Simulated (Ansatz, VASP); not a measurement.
**Y3Ti in VASP and in Ansatz**

```
CELL_PARAMETERS angstrom
-2.41845 2.41845 4.78311
2.41845 -2.41845 4.78311
2.41845 2.41845 -4.78311
ATOMIC_POSITIONS crystal
Y 0.50000 0.50000 0.00000
Y 0.25000 0.75000 0.50000
Y 0.75000 0.25000 0.50000
Ti 0.00000 0.00000 0.00000
```

Alike in both runs: functional PBE; k mesh 14 × 14 × 14; occupations gaussian, width 0.1 eV; no spin polarisation.

Ansatz relaxed the structure, and its values are those at the end. VASP's run is a single point on that final structure, the one shown.

```csv
,VASP,Ansatz
version,VASP 6.6.1,Ansatz 0.2.0
potentials or method,"VASP PAW PBE potentials, release 64 (Y_sv, Ti_sv), cutoff 520 eV","scalar-relativistic, plane waves, PAW"
valence electrons in the cell,45,45
```

```tsv
	VASP	Ansatz	Ansatz less VASP
gap on the k mesh at the Fermi level (eV)	none	none	-
pressure (GPa)	-0.2	0.0	+0.14
```

A gap of «none» marks a metal or a gap that the smearing closes.
